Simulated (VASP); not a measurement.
# CuI (Marshite) (F-43m) in VASP: further runs

CuI (Marshite) is run at these levels: PBEsol; tasks: single point, relaxation of cell and atoms.

All numbers are computed with VASP 6.6.1; they aren't measurements. Logs are shortened: lines on timing, memory, paths and dates and some standing lists are left out, and cuts for length are marked.

## Step 1: The cell of the first run

Symmetry: F-43m, No. 216, cubic system. Conventional cell: a = 5.668 Å, b = 5.668 Å, c = 5.668 Å, α = 90.00°, β = 90.00°, γ = 90.00°. Within 3.2 Å of I (site symmetry -43m) lie 4 Cu at 2.45 Å. Within 3.2 Å of Cu (site symmetry -43m) lie 4 I at 2.45 Å.

## Step 2: Single point, PBEsol

INCAR

```
SYSTEM = CuI
PREC = Accurate ; ENCUT = 520
EDIFF = 1E-6 ; ISMEAR = -1
SIGMA = 0.05 ; LREAL = .False.
LASPH = .True. ; NELM = 60
ALGO = Normal ; ISIF = 2
LWAVE = .False. ; LCHARG = .True.
GGA = PS ; LELF = .True.
LVHAR = .True. ; NBANDS = 16
```

KPOINTS

```
Automatic mesh
0
Gamma
  8 8 8
  0 0 0
```

POSCAR

```
CuI
1.0
    0.0000000000      2.8338509539      2.8338509539
    2.8338509539      0.0000000000      2.8338509539
    2.8338509539      2.8338509539      0.0000000000
I Cu
1 1
Direct
    0.0000000000      0.0000000000      0.0000000000
    0.7500000000      0.7500000000      0.7500000000
```

Potentials or basis: VASP PAW PBE potentials, release 64 (I, Cu).

Started as:

```bash
$ cat potpaw_PBE.64/I/POTCAR potpaw_PBE.64/Cu/POTCAR > POTCAR
$ mpirun -np 1 vasp_std > vasp.out
```

OUTCAR:

```text
SYSTEM = CuI
   PREC = Accurate
   ENCUT = 520
   EDIFF = 1E-6
   ISMEAR = -1
   LREAL = .False.
   LASPH = .True.
   NELM = 60
   ISIF = 2
   GGA = PS

 ion  position               nearest neighbor table
   1  0.000  0.000  0.000-   2 2.45   2 2.45   2 2.45   2 2.45
   2  0.750  0.750  0.750-   1 2.45   1 2.45   1 2.45   1 2.45

  LATTYP: Found a face centered cubic cell.
 ALAT       =     5.6677019078

  Lattice vectors:

 A1 = (   0.0000000000,   2.8338509539,   2.8338509539)
 A2 = (   2.8338509539,   0.0000000000,   2.8338509539)
 A3 = (   2.8338509539,   2.8338509539,   0.0000000000)

Analysis of symmetry for initial positions (statically):
=====================================================================
 Subroutine PRICEL returns:
 Original cell was already a primitive cell.

 Routine SETGRP: Setting up the symmetry group for a
 face centered cubic supercell.

 Subroutine GETGRP returns: Found 24 space group operations
 (whereof 24 operations were pure point group operations)
 out of a pool of 48 trial point group operations.

The static configuration has the point symmetry T_d .

Analysis of symmetry for dynamics (positions and initial velocities):
=====================================================================
 Subroutine PRICEL returns:
 Original cell was already a primitive cell.

 Routine SETGRP: Setting up the symmetry group for a
 face centered cubic supercell.

 Subroutine GETGRP returns: Found 24 space group operations
 (whereof 24 operations were pure point group operations)
 out of a pool of 48 trial point group operations.

The dynamic configuration has the point symmetry T_d .

 Subroutine INISYM returns: Found 24 space group operations
 (whereof 24 operations are pure point group operations),
 and found     1 'primitive' translations

----------------------------------------------------------------------------------------

                                     Primitive cell

  volume of cell :      45.5157

  direct lattice vectors                    reciprocal lattice vectors
     0.000000000  2.833850954  2.833850954    -0.176438355  0.176438355  0.176438355
     2.833850954  0.000000000  2.833850954     0.176438355 -0.176438355  0.176438355
     2.833850954  2.833850954  0.000000000     0.176438355  0.176438355 -0.176438355

  length of vectors
     4.007670453  4.007670453  4.007670453     0.305600195  0.305600195  0.305600195

  position of ions in fractional coordinates (direct lattice)
     0.000000000  0.000000000  0.000000000
     0.750000000  0.750000000  0.750000000

  ion indices of the primitive-cell ions
   primitive index   ion index
                 1           1
                 2           2

----------------------------------------------------------------------------------------

 KPOINTS: Automatic mesh

Automatic generation of k-mesh.
 Grid dimensions read from file:
 generate k-points for:    8    8    8

 Generating k-lattice:

  Cartesian coordinates                     Fractional coordinates (reciprocal lattice)
    -0.022054794  0.022054794  0.022054794     0.125000000  0.000000000  0.000000000
     0.022054794 -0.022054794  0.022054794     0.000000000  0.125000000  0.000000000
     0.022054794  0.022054794 -0.022054794     0.000000000  0.000000000  0.125000000

  Length of vectors
     0.038200024  0.038200024  0.038200024

  Shift w.r.t. Gamma in fractional coordinates (k-lattice)
     0.000000000  0.000000000  0.000000000

 Subroutine IBZKPT returns following result:
 ===========================================

 Found     29 irreducible k-points:

 Following reciprocal coordinates:
            Coordinates               Weight
  0.000000  0.000000  0.000000      1.000000
  0.125000  0.000000  0.000000      8.000000
  0.250000  0.000000  0.000000      8.000000
  0.375000  0.000000  0.000000      8.000000
  0.500000  0.000000  0.000000      4.000000
  0.125000  0.125000  0.000000      6.000000
[... 16 lines left out ...]
  0.500000  0.250000  0.125000     48.000000
 -0.375000  0.250000  0.125000     24.000000
 [... further k-points ...]
   k-points           NKPTS =     29   k-points in BZ     NKDIM =     29   number of bands    NBANDS=     16
   number of dos      NEDOS =    301   number of ions     NIONS =      2
   total plane-waves  NPLWV =  27000
   dimension x,y,z NGX =    30 NGY =   30 NGZ =   30
   dimension x,y,z NGXF=    60 NGYF=   60 NGZF=   60
   ions per type =               1   1
   NGX,Y,Z   is equivalent  to a cutoff of  12.44, 12.44, 12.44 a.u.
   NGXF,Y,Z  is equivalent  to a cutoff of  24.89, 24.89, 24.89 a.u.
 SYSTEM =  CuI
   PREC   = accura    normal or accurate (medium, high low for compatibility)
   ISTART =      0    job   : 0-new  1-cont  2-samecut
   ICHARG =      2    charge: 1-file 2-atom 10-const
   ISPIN  =      1    spin polarized calculation?
   LNONCOLLINEAR =      F non collinear calculations
   LSORBIT =      F    spin-orbit coupling
   LASPH  =      T    aspherical Exc in radial PAW
   ENCUT  =  520.0 eV  38.22 Ry    6.18 a.u.   7.45  7.45  7.45*2*pi/ulx,y,z
   NELM   =     60;   NELMIN=  2; NELMDL= -5     # of ELM steps
   EDIFF  = 0.1E-05   stopping-criterion for ELM
   LREAL  =      F    real-space projection
   EDIFFG = 0.1E-04   stopping-criterion for IOM
   NSW    =      0    number of steps for IOM
   IBRION =     -1    ionic relax: 0-MD 1-quasi-New 2-CG
   NFREE  =      0    steps in history (QN), initial steepest desc. (CG)
   ISIF   =      2    stress and relaxation
   ISYM   =      2    0-nonsym 1-usesym 2-fastsym
   POTIM  = 0.5000    time-step for ionic-motion
   TEBEG  =    0.0;   TEEND  =   0.0 temperature during run
   PSTRESS=    0.0 pullay stress
   NELECT =      18.0000    total number of electrons
   NUPDOWN=      -1.0000    fix difference up-down
   EMIN   =  10.00;   EMAX   =-10.00  energy-range for DOS
   EFERMI =   0.00;   METHOD = LEGACY
   ISMEAR =    -1;   SIGMA  =   0.05  broadening in eV -4-tet -1-fermi 0-gaus
   EFERMI_NEDOS =   21; number of points for ismear=-14 and -15
   IALGO  =     38    algorithm
   IMIX   =      4    mixing-type and parameters
     AMIX     =   0.40;   BMIX     =  1.00
     AMIX_MAG =   1.60;   BMIX_MAG =  1.00
  volume/ion in A,a.u.               =      22.76       153.58
  Fermi-wavevector in a.u.,A,eV,Ry     =   1.201652  2.270793 19.646366  1.443967
  Thomas-Fermi vector in A             =   2.337455
   LORBIT       =      0    0 simple, 1 ext, 2 COOP (PROOUT), +10 PAW based schemes
   GGA     = PS    functional components
   LHFCALC =     F    Hartree Fock is set to
   AEXX    =    0.0000 exact exchange contribution
   IVDW    =     0    specifies the selected vdW correction
   LEPSILON=     F    determine dielectric tensor
   LRPA    =     F    only Hartree local field effects (RPA)
 non-spin polarized calculation
  energy-cutoff  :      520.00
  volume of cell :       45.52
 maximum number of plane-waves:      1243
 NGX is ok and might be reduce to    30
   NGX = 15   NGY = 15   NGZ = 15

 number of electron      18.0000016 magnetization

 Free energy of the ion-electron system (eV)
  ---------------------------------------------------
  ext. energy  EPLUGINS =         0.00000000
  ---------------------------------------------------
  free energy    TOTEN  =        -6.12842569 eV

  energy without entropy =       -6.12842569  energy(sigma->0) =       -6.12842569

 E-fermi :   7.5880     XC(G=0): -10.0971

 val. band max:        6.7342591149   @ k =   0.0000   0.0000   0.0000
 cond. band min:       8.3806091021   @ k =   0.0000   0.0000   0.0000
 fundamental gap:      1.6463499871
 Fermi energy:         7.5879902603

 k-point     1 :       0.0000    0.0000    0.0000
  band No.  band energies     occupation
      1      -8.5472      2.00000
      2       2.0059      2.00000
      3       2.0059      2.00000
      4       2.0059      2.00000
      5       3.8445      2.00000
      6       3.8445      2.00000
[... 8 lines left out ...]
     15      16.6819      0.00000
     16      16.6819      0.00000

 k-point     2 :       0.1250    0.0000    0.0000
  band No.  band energies     occupation
      1      -8.4338      2.00000
      2       1.7082      2.00000
      3       2.0219      2.00000
      4       2.0219      2.00000
      5       3.8342      2.00000
      6       3.8342      2.00000
[... 8 lines left out ...]
     15      15.7429      0.00000
     16      15.7691      0.00000

 k-point     3 :       0.2500    0.0000    0.0000
  band No.  band energies     occupation
      1      -8.1355      2.00000
      2       0.9328      2.00000
      3       2.0554      2.00000
      4       2.0554      2.00000
      5       3.8274      2.00000
      6       3.8274      2.00000
[... 8 lines left out ...]
     15      15.5314      0.00000
     16      15.5314      0.00000

 k-point     4 :       0.3750    0.0000    0.0000
  band No.  band energies     occupation
      1      -7.7925      2.00000
      2       0.0950      2.00000
      3       2.0797      2.00000
      4       2.0797      2.00000
      5       3.8550      2.00000
      6       3.8551      2.00000
[... 8 lines left out ...]
     15      16.6739      0.00000
     16      16.6739      0.00000
[... 324 lines left out ...]
 k-point    22 :       0.3750    0.2500    0.1250
  band No.  band energies     occupation
      1      -7.8990      2.00000
      2       0.7124      2.00000
      3       1.8190      2.00000
      4       2.0693      2.00000
      5       3.7366      2.00000
      6       3.8931      2.00000
[... 8 lines left out ...]
     15      17.5381      0.00000
     16      18.5335      0.00000

 k-point    23 :       0.5000    0.2500    0.1250
  band No.  band energies     occupation
      1      -7.6086      2.00000
      2       0.2866      2.00000
      3       1.5552      2.00000
      4       2.0779      2.00000
      5       3.7717      2.00000
      6       3.8628      2.00000
[... 8 lines left out ...]
     15      17.8183      0.00000
     16      18.6516      0.00000

 k-point    24 :      -0.3750    0.2500    0.1250
  band No.  band energies     occupation
      1      -7.4765      2.00000
      2       0.0892      2.00000
      3       1.4351      2.00000
      4       2.0729      2.00000
      5       3.7456      2.00000
      6       3.8557      2.00000
[... 8 lines left out ...]
     15      17.7343      0.00000
     16      18.7089      0.00000

 [... further k-points ...]
[... 5 lines left out ...]
  --------------------------------------------------------------------------------------
  -------------------------------------------------------------------------------------
  Total        2.9780200      2.9780200      2.9780200     -0.0000000      0.0000000     -0.0000000
  in kB      104.8279725    104.8279725    104.8279725     -0.0000000      0.0000000     -0.0000000
  external PRESSURE =     104.8279725 kB  Pullay stress =       0.0000000 kB

 VOLUME and BASIS-vectors are now :
 -----------------------------------------------------------------------------
  energy-cutoff  :      520.00
  volume of cell :       45.52
      direct lattice vectors                 reciprocal lattice vectors
     0.000000000  2.833850954  2.833850954    -0.176438355  0.176438355  0.176438355
     2.833850954  0.000000000  2.833850954     0.176438355 -0.176438355  0.176438355
     2.833850954  2.833850954  0.000000000     0.176438355  0.176438355 -0.176438355

 POSITION                                       TOTAL-FORCE (eV/Angst)
 -----------------------------------------------------------------------------------
      0.00000      0.00000      0.00000         0.000000      0.000000      0.000000
      4.25078      4.25078      4.25078        -0.000000     -0.000000     -0.000000
 -----------------------------------------------------------------------------------
    total drift:                               -0.000001     -0.000001     -0.000001

  FREE ENERGIE OF THE ION-ELECTRON SYSTEM (eV)
  ---------------------------------------------------
  free  energy   TOTEN  =        -6.1284256940 eV

  energy  without entropy=       -6.1284256931  energy(sigma->0) =       -6.12842569
```

Run time: 28 s. Hardware: 1 thread of Intel Xeon 6975P-C, shared host; peak memory 0.18 GiB.

What came out:

```yaml
Free_energy: -6.1284 eV
Pressure: 10.5 GPa
Band_gap_on_the_k_mesh: 1.65 eV, direct
```

Caveat: the PAW data sets were made with another functional, which shifts forces and pressure a little; spin-orbit coupling is left out, which moves the levels of the heavy elements.

[end of part 1 of 3]
